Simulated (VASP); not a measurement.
# AlFe3B (Pm-3m) in VASP: settings compared

Aim: see how the results for AlFe3B move with the level of theory and the settings. Levels: PBE, PBEsol. Tasks: single point.

Program: VASP 6.6.1. These are calculated values, not measurements. Logs are shortened: lines on timing, memory, paths and dates and some standing lists are left out, and cuts for length are marked.

**1. The cell of the first run**

Symmetry: Pm-3m, No. 221, cubic system. The conventional cell has a = 3.822 Å, b = 3.822 Å, c = 3.822 Å, α = 90.00°, β = 90.00°, γ = 90.00°. Within 3.6 Å of Al (site symmetry m-3m) lie 12 Fe at 2.70 Å and 8 B at 3.31 Å. Within 2.5 Å of Fe (site symmetry 4/mmm) lie 2 B at 1.91 Å. B (site symmetry m-3m) has 6 Fe at 1.91 Å within 2.5 Å.

**2. Single point, PBE, collinear spin, ferrimagnetic start**

INCAR

```
PREC = Accurate ; ENCUT = 520
EDIFF = 1E-6 ; ISMEAR = 0
SIGMA = 0.1 ; LREAL = F
LASPH = T ; NELM = 150
ALGO = Normal ; ISIF = 2
LWAVE = F ; LCHARG = F
ISPIN = 2 ; MAGMOM = -0.13 1.53 1.53 1.53 -0.12
LORBIT = 11 ; LMAXMIX = 4
GGA = PE ; NBANDS = 27
```

KPOINTS

```
regular mesh
0
Gamma
  2 2 2
```

POSCAR

```
AlFe3B
1.0
    3.8223220000      0.0000000000      0.0000000000
    0.0000000000      3.8223220000      0.0000000000
    0.0000000000      0.0000000000      3.8223220000
Al Fe B
1 3 1
Direct
    0.5000000000      0.5000000000      0.5000000000
    0.5000000000      0.0000000000      0.0000000000
    0.0000000000      0.5000000000      0.0000000000
    0.0000000000      0.0000000000      0.5000000000
    0.0000000000      0.0000000000      0.0000000000
```

Potentials or basis: VASP PAW PBE potentials, release 64 (Al, Fe, B).

Launch:

```
$ cat potpaw_PBE.64/Al/POTCAR potpaw_PBE.64/Fe/POTCAR potpaw_PBE.64/B/POTCAR > POTCAR
$ mpirun -np 1 vasp_std > vasp.out
```

OUTCAR:

```text
PREC = Accurate
   ENCUT = 520
   EDIFF = 1E-6
   ISMEAR = 0
   LREAL = F
   LASPH = T
   NELM = 150
   ISIF = 2
   ISPIN = 2
   LORBIT = 11
   GGA = PE

 ion  position               nearest neighbor table
   1  0.500  0.500  0.500-   2 2.70   3 2.70   4 2.70   2 2.70   3 2.70   2 2.70   4 2.70   2 2.70
                             3 2.70   4 2.70   3 2.70   4 2.70
   2  0.500  0.000  0.000-   5 1.91   5 1.91   4 2.70   1 2.70   1 2.70   4 2.70   1 2.70   3 2.70
                             1 2.70   3 2.70   4 2.70   3 2.70   4 2.70   3 2.70
   3  0.000  0.500  0.000-   5 1.91   5 1.91   4 2.70   1 2.70   1 2.70   4 2.70   2 2.70   4 2.70
                             2 2.70   4 2.70   1 2.70   2 2.70   1 2.70   2 2.70
   4  0.000  0.000  0.500-   5 1.91   5 1.91   3 2.70   1 2.70   2 2.70   3 2.70   2 2.70   1 2.70
                             3 2.70   3 2.70   1 2.70   2 2.70   2 2.70   1 2.70
   5  0.000  0.000  0.000-   2 1.91   3 1.91   4 1.91   4 1.91   3 1.91   2 1.91

  LATTYP: Found a simple cubic cell.
 ALAT       =     3.8223220000

  Lattice vectors:

 A1 = (   3.8223220000,   0.0000000000,   0.0000000000)
 A2 = (   0.0000000000,   3.8223220000,   0.0000000000)
 A3 = (   0.0000000000,   0.0000000000,   3.8223220000)

Analysis of symmetry for initial positions (statically):
=====================================================================
 Subroutine PRICEL returns:
 Original cell was already a primitive cell.

 Routine SETGRP: Setting up the symmetry group for a
 simple cubic supercell.

 Subroutine GETGRP returns: Found 48 space group operations
 (whereof 48 operations were pure point group operations)
 out of a pool of 48 trial point group operations.

The static configuration has the point symmetry O_h .

Analysis of symmetry for dynamics (positions and initial velocities):
=====================================================================
 Subroutine PRICEL returns:
 Original cell was already a primitive cell.

 Routine SETGRP: Setting up the symmetry group for a
 simple cubic supercell.

 Subroutine GETGRP returns: Found 48 space group operations
 (whereof 48 operations were pure point group operations)
 out of a pool of 48 trial point group operations.

The dynamic configuration has the point symmetry O_h .

Analysis of structural, dynamic, and magnetic symmetry:
=====================================================================
 Subroutine PRICEL returns:
 Original cell was already a primitive cell.

 Routine SETGRP: Setting up the symmetry group for a
 simple cubic supercell.

 Subroutine GETGRP returns: Found 48 space group operations
 (whereof 48 operations were pure point group operations)
 out of a pool of 48 trial point group operations.

The overall configuration has the point symmetry O_h .

 Subroutine INISYM returns: Found 48 space group operations
 (whereof 48 operations are pure point group operations),
 and found     1 'primitive' translations

----------------------------------------------------------------------------------------

                                     Primitive cell

  volume of cell :      55.8447

  direct lattice vectors                    reciprocal lattice vectors
     3.822322000  0.000000000  0.000000000     0.261621077  0.000000000  0.000000000
     0.000000000  3.822322000  0.000000000     0.000000000  0.261621077  0.000000000
     0.000000000  0.000000000  3.822322000     0.000000000  0.000000000  0.261621077

  length of vectors
     3.822322000  3.822322000  3.822322000     0.261621077  0.261621077  0.261621077

  position of ions in fractional coordinates (direct lattice)
     0.500000000  0.500000000  0.500000000
     0.500000000  0.000000000  0.000000000
     0.000000000  0.500000000  0.000000000
     0.000000000  0.000000000  0.500000000
     0.000000000  0.000000000  0.000000000

  ion indices of the primitive-cell ions
   primitive index   ion index
                 1           1
                 2           2
                 3           3
                 4           4
                 5           5

----------------------------------------------------------------------------------------

[... 21 lines left out ...]

 Found      4 irreducible k-points:

 Following reciprocal coordinates:
            Coordinates               Weight
  0.000000  0.000000  0.000000      1.000000
  0.500000  0.000000  0.000000      3.000000
  0.500000  0.500000  0.000000      3.000000
  0.500000  0.500000  0.500000      1.000000
   k-points           NKPTS =      4   k-points in BZ     NKDIM =      4   number of bands    NBANDS=     27
   number of dos      NEDOS =    301   number of ions     NIONS =      5
   total plane-waves  NPLWV =  21952
   dimension x,y,z NGX =    28 NGY =   28 NGZ =   28
   dimension x,y,z NGXF=    56 NGYF=   56 NGZF=   56
   ions per type =               1   3   1
   NGX,Y,Z   is equivalent  to a cutoff of  12.18, 12.18, 12.18 a.u.
   NGXF,Y,Z  is equivalent  to a cutoff of  24.36, 24.36, 24.36 a.u.
 SYSTEM =  unknown system
   PREC   = accura    normal or accurate (medium, high low for compatibility)
   ISTART =      0    job   : 0-new  1-cont  2-samecut
   ICHARG =      2    charge: 1-file 2-atom 10-const
   ISPIN  =      2    spin polarized calculation?
   LNONCOLLINEAR =      F non collinear calculations
   LSORBIT =      F    spin-orbit coupling
   LASPH  =      T    aspherical Exc in radial PAW
   ENCUT  =  520.0 eV  38.22 Ry    6.18 a.u.   7.11  7.11  7.11*2*pi/ulx,y,z
   NELM   =    150;   NELMIN=  2; NELMDL= -5     # of ELM steps
   EDIFF  = 0.1E-05   stopping-criterion for ELM
   LREAL  =      F    real-space projection
   EDIFFG = 0.1E-04   stopping-criterion for IOM
   NSW    =      0    number of steps for IOM
   IBRION =     -1    ionic relax: 0-MD 1-quasi-New 2-CG
   NFREE  =      0    steps in history (QN), initial steepest desc. (CG)
   ISIF   =      2    stress and relaxation
   ISYM   =      2    0-nonsym 1-usesym 2-fastsym
   POTIM  = 0.5000    time-step for ionic-motion
   TEBEG  =    0.0;   TEEND  =   0.0 temperature during run
   PSTRESS=    0.0 pullay stress
   NELECT =      30.0000    total number of electrons
   NUPDOWN=      -1.0000    fix difference up-down
   EMIN   =  10.00;   EMAX   =-10.00  energy-range for DOS
   EFERMI =   0.00;   METHOD = LEGACY
   ISMEAR =     0;   SIGMA  =   0.10  broadening in eV -4-tet -1-fermi 0-gaus
   EFERMI_NEDOS =   21; number of points for ismear=-14 and -15
   IALGO  =     38    algorithm
   IMIX   =      4    mixing-type and parameters
     AMIX     =   0.40;   BMIX     =  1.00
     AMIX_MAG =   1.60;   BMIX_MAG =  1.00
  volume/ion in A,a.u.               =      11.17        75.37
  Fermi-wavevector in a.u.,A,eV,Ry     =   1.330826  2.514897 24.097253  1.771098
  Thomas-Fermi vector in A             =   2.459884
   LORBIT       =     11    0 simple, 1 ext, 2 COOP (PROOUT), +10 PAW based schemes
   GGA     = PE    functional components
   LHFCALC =     F    Hartree Fock is set to
   AEXX    =    0.0000 exact exchange contribution
   IVDW    =     0    specifies the selected vdW correction
   LEPSILON=     F    determine dielectric tensor
   LRPA    =     F    only Hartree local field effects (RPA)
 spin polarized calculation
 Gauss-broadening in eV      SIGMA  =   0.10
  energy-cutoff  :      520.00
  volume of cell :       55.84
 maximum number of plane-waves:      1516
   NGX = 15   NGY = 15   NGZ = 15

 number of electron      29.9999944 magnetization       2.5360271

 Free energy of the ion-electron system (eV)
  ---------------------------------------------------
  ext. energy  EPLUGINS =         0.00000000
  ---------------------------------------------------
  free energy    TOTEN  =       -35.64069949 eV

  energy without entropy =      -35.60232086  energy(sigma->0) =      -35.62151018

 E-fermi :   6.3181     XC(G=0): -12.2695

 val. band max:        6.2042614563   @ k =   0.0000   0.0000   0.0000
 cond. band min:       6.3512295450   @ k =   0.5000   0.0000   0.0000
 fundamental gap:      0.1469680887
 Fermi energy:         6.3181121854

 spin component 1

 k-point     1 :       0.0000    0.0000    0.0000
  band No.  band energies     occupation
      1      -4.2915      1.00000
      2      -0.1374      1.00000
      3       3.1367      1.00000
      4       3.1367      1.00000
      5       3.1367      1.00000
      6       3.4197      1.00000
[... 109 lines left out ...]
     26      18.7460      0.00000
     27      22.2976      0.00000
 Fermi energy:         6.3181121854

 spin component 2

 k-point     1 :       0.0000    0.0000    0.0000
  band No.  band energies     occupation
      1      -4.2823      1.00000
      2       0.0192      1.00000
      3       3.8254      1.00000
      4       3.8254      1.00000
      5       3.8254      1.00000
      6       3.8595      1.00000
[... 109 lines left out ...]
     26      18.8356      0.00000
     27      22.2756      0.00000

------------------------ aborting loop because EDIFF is reached ----------------------------------------

  FORCE on cell =-STRESS in cart. coord.  units (eV):
  Direction    XX          YY          ZZ          XY          YZ          ZX
  --------------------------------------------------------------------------------------
  -------------------------------------------------------------------------------------
  Total       -1.4532524     -1.4532524     -1.4532524      0.0000000      0.0000000     -0.0000000
  in kB      -41.6936419    -41.6936419    -41.6936419      0.0000000      0.0000000     -0.0000000
  external PRESSURE =     -41.6936419 kB  Pullay stress =       0.0000000 kB

 VOLUME and BASIS-vectors are now :
 -----------------------------------------------------------------------------
  energy-cutoff  :      520.00
  volume of cell :       55.84
      direct lattice vectors                 reciprocal lattice vectors
     3.822322000  0.000000000  0.000000000     0.261621077  0.000000000  0.000000000
     0.000000000  3.822322000  0.000000000     0.000000000  0.261621077  0.000000000
     0.000000000  0.000000000  3.822322000     0.000000000  0.000000000  0.261621077

 POSITION                                       TOTAL-FORCE (eV/Angst)
 -----------------------------------------------------------------------------------
      1.91116      1.91116      1.91116         0.000000      0.000000      0.000000
      1.91116      0.00000      0.00000         0.000000      0.000000      0.000000
      0.00000      1.91116      0.00000         0.000000      0.000000      0.000000
      0.00000      0.00000      1.91116         0.000000      0.000000      0.000000
      0.00000      0.00000      0.00000         0.000000      0.000000      0.000000
 -----------------------------------------------------------------------------------
    total drift:                                0.000000      0.000000     -0.000000

  FREE ENERGIE OF THE ION-ELECTRON SYSTEM (eV)
  ---------------------------------------------------
  free  energy   TOTEN  =       -35.6406994946 eV

  energy  without entropy=      -35.6023208582  energy(sigma->0) =      -35.62151018

 total charge

# of ion       s       p       d       tot
------------------------------------------
    1        0.387   0.352   0.000   0.739
    2        0.443   0.623   6.373   7.439
    3        0.443   0.623   6.373   7.439
    4        0.443   0.623   6.373   7.439
    5        0.806   1.304   0.000   2.111
--------------------------------------------------
tot          2.523   3.525  19.120  25.168

 magnetization (x)

# of ion       s       p       d       tot
------------------------------------------
    1       -0.004  -0.019   0.000  -0.023
    2       -0.001  -0.006   0.896   0.889
    3       -0.001  -0.006   0.896   0.889
    4       -0.001  -0.006   0.896   0.889
    5       -0.011  -0.064   0.000  -0.076
--------------------------------------------------
tot         -0.019  -0.102   2.688   2.567
```

It took 2 min on 1 thread of AMD EPYC 7R13, shared host; peak memory 0.15 GiB.

What came out:

```
Free energy                                           : -35.6407 eV
Pressure                                              : -4.2 GPa
Net moment                                            : 2.54 μB per cell
Site moments                                          : Al -0.02; Fe +0.89; B -0.08 μB
Valence electrons inside the program's atomic spheres : Al 0.74; Fe 7.44; B 2.11
```

Levels at points of the mesh, in eV from the Fermi level:
Spin up:
```tsv
k point	band 14	band 15	band 16	band 17	band 18	band 19
(0.00, 0.00, 0.00)	-0.74	-0.74	0.18	0.18	0.18	0.21
(0.50, 0.00, 0.00)	-1.09	-0.79	-0.43	0.18	2.14	2.14
(0.50, 0.50, 0.00)	-0.92	-0.89	-0.75	-0.52	0.75	0.75
(0.50, 0.50, 0.50)	-1.65	-1.00	-1.00	0.09	0.09	0.09
```
Spin down:
```
           k point  band 11  band 12  band 13  band 14  band 15  band 16
(0.00, 0.00, 0.00)    -0.11    -0.11     0.12     0.12     0.12     0.91
(0.50, 0.00, 0.00)    -0.68    -0.23    -0.16     0.03     0.03     0.22
(0.50, 0.50, 0.00)    -0.90    -0.90    -0.45    -0.25     0.05     0.66
(0.50, 0.50, 0.50)    -1.11    -0.98    -0.98    -0.98     0.54     0.54
```

Caveat: the k points lie up to 0.82 Å⁻¹ apart.

**3. Single point, PBE, collinear spin, ferromagnetic start**

INCAR

```
PREC = Accurate ; ENCUT = 520
EDIFF = 1E-6 ; ISMEAR = 0
SIGMA = 0.1 ; LREAL = F
LASPH = T ; NELM = 150
ALGO = Fast ; ISIF = 2
LWAVE = F ; LCHARG = T
ISPIN = 2 ; MAGMOM = 0 4 4 4 0
LORBIT = 11 ; LMAXMIX = 4
GGA = PE ; LELF = T
LVHAR = T ; NBANDS = 27
```

KPOINTS

```
regular mesh
0
Gamma
  4 4 4
```

POSCAR is that of step 2.

Potentials or basis: VASP PAW PBE potentials, release 64 (Al, Fe, B).

Launch:

```
$ cat potpaw_PBE.64/Al/POTCAR potpaw_PBE.64/Fe/POTCAR potpaw_PBE.64/B/POTCAR > POTCAR
$ mpirun -np 1 vasp_std > vasp.out
```

Wall time 69 s (1 thread of AMD EPYC 7R13, shared host); peak memory 0.15 GiB.

Results (log left out):

- Free energy: -35.9317 eV
- Pressure: -0.8 GPa
- Net moment: 4.13 μB per cell
- Site moments: Al -0.07; Fe +1.49; B -0.13 μB
- Valence electrons inside the program's atomic spheres: Al 0.74; Fe 7.45; B 2.13

Levels at points of the mesh, in eV from the Fermi level:
Spin up:
| k point | band 14 | band 15 | band 16 | band 17 | band 18 | band 19 | band 20 | band 21 |
| --- | --- | --- | --- | --- | --- | --- | --- | --- |
| (0.00, 0.00, 0.00) | -1.02 | -1.02 | -0.27 | -0.20 | -0.20 | -0.20 | 4.52 | 4.80 |
| (0.50, 0.00, 0.00) | -1.44 | -1.09 | -0.86 | -0.20 | 1.92 | 1.92 | 4.02 | 4.51 |
| (0.50, 0.50, 0.00) | -1.26 | -1.24 | -1.11 | -0.85 | 0.37 | 0.37 | 3.77 | 6.67 |
| (0.50, 0.50, 0.50) | -1.94 | -1.35 | -1.35 | -0.33 | -0.33 | -0.33 | 2.16 | 2.44 |
Spin down:
| k point | band 10 | band 11 | band 12 | band 13 | band 14 | band 15 | band 16 | band 17 |
| --- | --- | --- | --- | --- | --- | --- | --- | --- |
| (0.00, 0.00, 0.00) | -1.82 | 0.15 | 0.15 | 0.25 | 0.25 | 0.25 | 1.21 | 1.41 |
| (0.50, 0.00, 0.00) | -1.35 | -0.50 | -0.15 | 0.09 | 0.23 | 0.23 | 0.48 | 1.41 |
| (0.50, 0.50, 0.00) | -1.00 | -0.68 | -0.68 | -0.34 | -0.02 | 0.39 | 0.78 | 0.79 |
| (0.50, 0.50, 0.50) | -0.95 | -0.95 | -0.73 | -0.73 | -0.73 | 0.67 | 0.67 | 1.21 |

Caveat: the k points lie up to 0.41 Å⁻¹ apart.

**4. Single point, PBEsol, collinear spin, ferrimagnetic start**

INCAR

```
SYSTEM = AlFe3B
ALGO = Normal
EDIFF = 1E-6
ENCUT = 520
GGA = PS
ISIF = 2
ISMEAR = 0
ISPIN = 2
LASPH = .True.
LCHARG = .False.
LMAXMIX = 4
LORBIT = 11
LREAL = .False.
LWAVE = .False.
MAGMOM = -0.13 1.53 1.53 1.53 -0.12
NBANDS = 27
NELM = 150
PREC = Accurate
SIGMA = 0.1
```

KPOINTS

```
k-points
0
Gamma
  4 4 4
  0 0 0
```

POSCAR is that of step 3.

Launch:

```
$ cat potpaw_PBE.64/Al/POTCAR potpaw_PBE.64/Fe/POTCAR potpaw_PBE.64/B/POTCAR > POTCAR
$ mpirun -np 1 vasp_std > vasp.out
```

It took 69 s on 1 thread of AMD EPYC 7R13, shared host; peak memory 0.15 GiB.

Results (log left out):

* Free energy: -38.7073 eV
* Pressure: -7.0 GPa
* Net moment: 4.13 μB per cell
* Site moments: Al -0.06; Fe +1.47; B -0.13 μB
* Valence electrons inside the program's atomic spheres: Al 0.73; Fe 7.46; B 2.12

Levels at points of the mesh, in eV from the Fermi level:
Spin up:
```
           k point  band 15  band 16  band 17  band 18  band 19  band 20
(0.00, 0.00, 0.00)    -1.02    -0.26    -0.18    -0.18    -0.18     4.55
(0.50, 0.00, 0.00)    -1.09    -0.86    -0.18     1.93     1.93     4.04
(0.50, 0.50, 0.00)    -1.21    -1.10    -0.81     0.38     0.38     3.79
(0.50, 0.50, 0.50)    -1.29    -1.29    -0.32    -0.32    -0.32     2.22
```
Spin down:
| k point | band 11 | band 12 | band 13 | band 14 | band 15 | band 16 |
| --- | --- | --- | --- | --- | --- | --- |
| (0.00, 0.00, 0.00) | 0.18 | 0.18 | 0.19 | 0.19 | 0.19 | 1.26 |
| (0.50, 0.00, 0.00) | -0.46 | -0.21 | 0.12 | 0.18 | 0.18 | 0.52 |
| (0.50, 0.50, 0.00) | -0.67 | -0.67 | -0.33 | 0.02 | 0.35 | 0.73 |
| (0.50, 0.50, 0.50) | -0.94 | -0.73 | -0.73 | -0.73 | 0.60 | 0.60 |

Caveat: the k points lie up to 0.41 Å⁻¹ apart; the PAW data sets were made with another functional, which shifts forces and pressure a little.

**5. Overview**

| level | spin | k mesh | gap on the mesh (eV) | pressure (GPa) | moment (μB) |
| --- | --- | --- | --- | --- | --- |
| PBE | collinear, ferrimagnetic start | 2 × 2 × 2 | none | -4.2 | 2.54 |
| PBE | collinear, ferromagnetic start | 4 × 4 × 4 | none | -0.8 | 4.13 |
| PBEsol | collinear, ferrimagnetic start | 4 × 4 × 4 | none | -7.0 | 4.13 |

Alike in all rows: task single point; potentials or basis VASP PAW PBE potentials, release 64 (Al, Fe, B); cell as given; cutoff (eV) 520; smearing gaussian 0.1 eV.

Caveats: all runs use coarse meshes; the PAW data sets were made with another functional, which shifts forces and pressure a little (some runs).

Absolute energies hang on the potentials; compare differences alone.
